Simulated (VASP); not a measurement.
# Mo (Im-3m) in VASP: single point with PBE

Aim: the single point of Mo with PBE.

Everything below comes from runs of VASP 6.6.1. Logs are shortened: lines on timing, memory, paths and dates and some standing lists are left out, and cuts for length are marked.

## Step 1: The cell of the first run

Symmetry: Im-3m, No. 229, cubic system. Conventional cell: a = 3.163 Å, b = 3.163 Å, c = 3.163 Å, α = 90.00°, β = 90.00°, γ = 90.00°. Within 3.6 Å of Mo (site symmetry m-3m) lie 14 Mo at 2.74 to 3.16 Å.

## Step 2: Single point, PBE

Input file INCAR:

```
PREC     = Accurate       # precision mode
ENCUT    = 500            # plane-wave cutoff, eV
EDIFF    = 1E-6           # SCF threshold, eV
ISMEAR   = 0              # smearing method
SIGMA    = 0.1            # smearing width, eV
LREAL    = F              # projectors in reciprocal space
LASPH    = T              # aspherical terms in the spheres
NELM     = 120            # most SCF steps
ALGO     = Normal         # electronic algorithm
ISIF     = 2              # what is computed and relaxed
LWAVE    = F              # write WAVECAR
LCHARG   = F              # write CHGCAR
GGA      = PE             # functional
NBANDS   = 13             # bands
GGA_COMPAT= F
```

Input file KPOINTS:

```
Automatic mesh
0
Gamma
  8 8 8
```

Input file POSCAR:

```
Mo
1.0
   -1.5815890453      1.5815890453      1.5815890453
    1.5815890453     -1.5815890453      1.5815890453
    1.5815890453      1.5815890453     -1.5815890453
Mo
1
Direct
    0.0000000000      0.0000000000      0.0000000000
```

Potentials or basis: VASP PAW PBE potentials, release 64 (Mo_sv).

Command:

```sh
cat potpaw_PBE.64/Mo_sv/POTCAR > POTCAR
mpirun -np 1 vasp_std > vasp.out
```

OUTCAR:

```text
PREC = Accurate
   ENCUT = 500
   EDIFF = 1E-6
   ISMEAR = 0
   LREAL = F
   LASPH = T
   NELM = 120
   ISIF = 2
   GGA = PE

 ion  position               nearest neighbor table
   1  0.000  0.000  0.000-

  LATTYP: Found a body centered cubic cell.
 ALAT       =     3.1631780906

  Lattice vectors:

 A1 = (  -1.5815890453,   1.5815890453,   1.5815890453)
 A2 = (   1.5815890453,  -1.5815890453,   1.5815890453)
 A3 = (   1.5815890453,   1.5815890453,  -1.5815890453)

Analysis of symmetry for initial positions (statically):
=====================================================================
 Subroutine PRICEL returns:
 Original cell was already a primitive cell.

 Routine SETGRP: Setting up the symmetry group for a
 body centered cubic supercell.

 Subroutine GETGRP returns: Found 48 space group operations
 (whereof 48 operations were pure point group operations)
 out of a pool of 48 trial point group operations.

The static configuration has the point symmetry O_h .

Analysis of symmetry for dynamics (positions and initial velocities):
=====================================================================
 Subroutine PRICEL returns:
 Original cell was already a primitive cell.

 Routine SETGRP: Setting up the symmetry group for a
 body centered cubic supercell.

 Subroutine GETGRP returns: Found 48 space group operations
 (whereof 48 operations were pure point group operations)
 out of a pool of 48 trial point group operations.

The dynamic configuration has the point symmetry O_h .

 Subroutine INISYM returns: Found 48 space group operations
 (whereof 48 operations are pure point group operations),
 and found     1 'primitive' translations

----------------------------------------------------------------------------------------

                                     Primitive cell

  volume of cell :      15.8249

  direct lattice vectors                    reciprocal lattice vectors
    -1.581589045  1.581589045  1.581589045     0.000000000  0.316137749  0.316137749
     1.581589045 -1.581589045  1.581589045     0.316137749  0.000000000  0.316137749
     1.581589045  1.581589045 -1.581589045     0.316137749  0.316137749  0.000000000

  length of vectors
     2.739392583  2.739392583  2.739392583     0.447086292  0.447086292  0.447086292

  position of ions in fractional coordinates (direct lattice)
     0.000000000  0.000000000  0.000000000

  ion indices of the primitive-cell ions
   primitive index   ion index
                 1           1

----------------------------------------------------------------------------------------

 KPOINTS: Automatic mesh

Automatic generation of k-mesh.
 Grid dimensions read from file:
 generate k-points for:    8    8    8

 Generating k-lattice:

  Cartesian coordinates                     Fractional coordinates (reciprocal lattice)
     0.000000000  0.039517219  0.039517219     0.125000000  0.000000000  0.000000000
     0.039517219  0.000000000  0.039517219     0.000000000  0.125000000  0.000000000
     0.039517219  0.039517219  0.000000000     0.000000000  0.000000000  0.125000000

  Length of vectors
     0.055885786  0.055885786  0.055885786

  Shift w.r.t. Gamma in fractional coordinates (k-lattice)
     0.000000000  0.000000000  0.000000000

 Subroutine IBZKPT returns following result:
 ===========================================

 Found     29 irreducible k-points:

 Following reciprocal coordinates:
            Coordinates               Weight
  0.000000  0.000000  0.000000      1.000000
  0.125000  0.000000  0.000000     12.000000
  0.250000  0.000000  0.000000     12.000000
  0.375000  0.000000  0.000000     12.000000
  0.500000  0.000000  0.000000      6.000000
  0.125000  0.125000  0.000000     24.000000
[... 16 lines left out ...]
 -0.250000  0.250000  0.250000      6.000000
 -0.375000  0.375000  0.250000     24.000000
 [... further k-points ...]
   k-points           NKPTS =     29   k-points in BZ     NKDIM =     29   number of bands    NBANDS=     13
   number of dos      NEDOS =    301   number of ions     NIONS =      1
   total plane-waves  NPLWV =   8000
   dimension x,y,z NGX =    20 NGY =   20 NGZ =   20
   dimension x,y,z NGXF=    40 NGYF=   40 NGZF=   40
   ions per type =               1
   NGX,Y,Z   is equivalent  to a cutoff of  12.14, 12.14, 12.14 a.u.
   NGXF,Y,Z  is equivalent  to a cutoff of  24.27, 24.27, 24.27 a.u.
 SYSTEM =  unknown system
   PREC   = accura    normal or accurate (medium, high low for compatibility)
   ISTART =      0    job   : 0-new  1-cont  2-samecut
   ICHARG =      2    charge: 1-file 2-atom 10-const
   ISPIN  =      1    spin polarized calculation?
   LNONCOLLINEAR =      F non collinear calculations
   LSORBIT =      F    spin-orbit coupling
   LASPH  =      T    aspherical Exc in radial PAW
   ENCUT  =  500.0 eV  36.75 Ry    6.06 a.u.   4.99  4.99  4.99*2*pi/ulx,y,z
   NELM   =    120;   NELMIN=  2; NELMDL= -5     # of ELM steps
   EDIFF  = 0.1E-05   stopping-criterion for ELM
   LREAL  =      F    real-space projection
   EDIFFG = 0.1E-04   stopping-criterion for IOM
   NSW    =      0    number of steps for IOM
   IBRION =     -1    ionic relax: 0-MD 1-quasi-New 2-CG
   NFREE  =      0    steps in history (QN), initial steepest desc. (CG)
   ISIF   =      2    stress and relaxation
   ISYM   =      2    0-nonsym 1-usesym 2-fastsym
   POTIM  = 0.5000    time-step for ionic-motion
   TEBEG  =    0.0;   TEEND  =   0.0 temperature during run
   PSTRESS=    0.0 pullay stress
   NELECT =      14.0000    total number of electrons
   NUPDOWN=      -1.0000    fix difference up-down
   EMIN   =  10.00;   EMAX   =-10.00  energy-range for DOS
   EFERMI =   0.00;   METHOD = LEGACY
   ISMEAR =     0;   SIGMA  =   0.10  broadening in eV -4-tet -1-fermi 0-gaus
   EFERMI_NEDOS =   21; number of points for ismear=-14 and -15
   IALGO  =     38    algorithm
   IMIX   =      4    mixing-type and parameters
     AMIX     =   0.40;   BMIX     =  1.00
     AMIX_MAG =   1.60;   BMIX_MAG =  1.00
  volume/ion in A,a.u.               =      15.82       106.79
  Fermi-wavevector in a.u.,A,eV,Ry     =   1.571583  2.969860 33.604645  2.469872
  Thomas-Fermi vector in A             =   2.673145
   LORBIT       =      0    0 simple, 1 ext, 2 COOP (PROOUT), +10 PAW based schemes
   GGA     = PE    functional components
   LHFCALC =     F    Hartree Fock is set to
   AEXX    =    0.0000 exact exchange contribution
   IVDW    =     0    specifies the selected vdW correction
   LEPSILON=     F    determine dielectric tensor
   LRPA    =     F    only Hartree local field effects (RPA)
 non-spin polarized calculation
 Gauss-broadening in eV      SIGMA  =   0.10
  energy-cutoff  :      500.00
  volume of cell :       15.82
 maximum number of plane-waves:       420
   NGX =  9   NGY =  9   NGZ =  9

 number of electron      14.0000004 magnetization

 Free energy of the ion-electron system (eV)
  ---------------------------------------------------
  ext. energy  EPLUGINS =         0.00000000
  ---------------------------------------------------
  free energy    TOTEN  =       -10.91526613 eV

  energy without entropy =      -10.91100418  energy(sigma->0) =      -10.91313516

 E-fermi :  12.2722     XC(G=0): -13.3230

 val. band max:       12.2663493780   @ k =  -0.2500   0.2500   0.1250
 cond. band min:      12.3741048680   @ k =   0.3750   0.0000   0.0000
 fundamental gap:      0.1077554900
 Fermi energy:        12.2722104998

 k-point     1 :       0.0000    0.0000    0.0000
  band No.  band energies     occupation
      1     -48.8935      2.00000
      2     -22.1870      2.00000
      3     -22.1870      2.00000
      4     -22.1870      2.00000
      5       5.2014      2.00000
      6      11.0504      2.00000
      7      11.0504      2.00000
      8      11.0504      2.00000
      9      14.0308      0.00000
     10      14.0308      0.00000
     11      27.2096      0.00000
     12      27.2096      0.00000
     13      27.2096      0.00000

 k-point     2 :       0.1250    0.0000    0.0000
  band No.  band energies     occupation
      1     -48.8574      2.00000
      2     -22.3960      2.00000
      3     -22.2519      2.00000
      4     -22.1885      2.00000
      5       5.8529      2.00000
      6      10.6935      2.00000
      7      10.9620      2.00000
      8      11.6800      2.00000
      9      13.6063      0.00000
     10      14.0490      0.00000
     11      27.6122      0.00000
     12      28.3099      0.00000
     13      28.3286      0.00000

 k-point     3 :       0.2500    0.0000    0.0000
  band No.  band energies     occupation
      1     -48.7691      2.00000
      2     -22.8826      2.00000
      3     -22.4058      2.00000
      4     -22.1922      2.00000
      5       7.1612      2.00000
      6       9.9383      2.00000
      7      10.8474      2.00000
      8      13.4268      0.00000
      9      13.5092      0.00000
     10      14.1882      0.00000
     11      27.1554      0.00000
     12      28.4380      0.00000
     13      31.2947      0.00000
[... 305 lines left out ...]
 k-point    23 :      -0.2500    0.2500    0.2500
  band No.  band energies     occupation
      1     -48.6624      2.00000
      2     -22.9081      2.00000
      3     -22.6434      2.00000
      4     -22.6434      2.00000
      5       8.6681      2.00000
      6       9.7779      2.00000
      7      11.7799      2.00000
      8      11.7799      2.00000
      9      13.2494      0.00000
     10      15.7580      0.00000
     11      27.5288      0.00000
     12      30.5319      0.00000
     13      30.8362      0.00000

 k-point    24 :      -0.3750    0.3750    0.2500
  band No.  band energies     occupation
      1     -48.5858      2.00000
      2     -23.1870      2.00000
      3     -22.8059      2.00000
      4     -22.6831      2.00000
      5       8.5180      2.00000
      6       9.0709      2.00000
      7      11.7751      2.00000
      8      12.5973      0.00000
      9      15.2280      0.00000
     10      17.3107      0.00000
     11      26.0472      0.00000
     12      28.0645      0.00000
     13      29.1566      0.00000

 [... further k-points ...]

------------------------ aborting loop because EDIFF is reached ----------------------------------------

  FORCE on cell =-STRESS in cart. coord.  units (eV):
  Direction    XX          YY          ZZ          XY          YZ          ZX
  --------------------------------------------------------------------------------------
  -------------------------------------------------------------------------------------
  Total        0.0529878      0.0529878      0.0529878     -0.0000000      0.0000000     -0.0000000
  in kB        5.3647034      5.3647034      5.3647034     -0.0000000      0.0000000     -0.0000000
  external PRESSURE =       5.3647034 kB  Pullay stress =       0.0000000 kB

 VOLUME and BASIS-vectors are now :
 -----------------------------------------------------------------------------
  energy-cutoff  :      500.00
  volume of cell :       15.82
      direct lattice vectors                 reciprocal lattice vectors
    -1.581589045  1.581589045  1.581589045     0.000000000  0.316137749  0.316137749
     1.581589045 -1.581589045  1.581589045     0.316137749  0.000000000  0.316137749
     1.581589045  1.581589045 -1.581589045     0.316137749  0.316137749  0.000000000

 POSITION                                       TOTAL-FORCE (eV/Angst)
 -----------------------------------------------------------------------------------
      0.00000      0.00000      0.00000        -0.000000     -0.000000     -0.000000
 -----------------------------------------------------------------------------------
    total drift:                                0.000000      0.000000      0.000000

  FREE ENERGIE OF THE ION-ELECTRON SYSTEM (eV)
  ---------------------------------------------------
  free  energy   TOTEN  =       -10.9152661343 eV

  energy  without entropy=      -10.9110041760  energy(sigma->0) =      -10.91313516
```

Wall time 3.3 s (1 thread of Intel Xeon Platinum 8559C (Emerald Rapids), shared host); peak memory 0.12 GiB.

Results:

```yaml
Free_energy: -10.9153 eV
Pressure: 0.5 GPa
Band_gap_on_the_k_mesh: zero (band 7 reaches 16.30 eV, above the bottom of band 8 at 11.05 eV)
```

Levels at points of the mesh, in eV from the Fermi level:
| k point | band 3 | band 4 | band 5 | band 6 | band 7 | band 8 | band 9 | band 10 | band 11 | band 12 |
| --- | --- | --- | --- | --- | --- | --- | --- | --- | --- | --- |
| (0.00, 0.00, 0.00) | -34.46 | -34.46 | -7.07 | -1.22 | -1.22 | -1.22 | 1.76 | 1.76 | 14.94 | 14.94 |
| (0.50, 0.00, 0.00) | -34.89 | -34.47 | -5.13 | -3.22 | 1.70 | 1.78 | 2.40 | 4.77 | 11.58 | 12.06 |
| (0.50, 0.50, 0.50) | -35.39 | -35.39 | -5.22 | -5.22 | 4.03 | 4.03 | 4.03 | 9.09 | 9.09 | 9.09 |
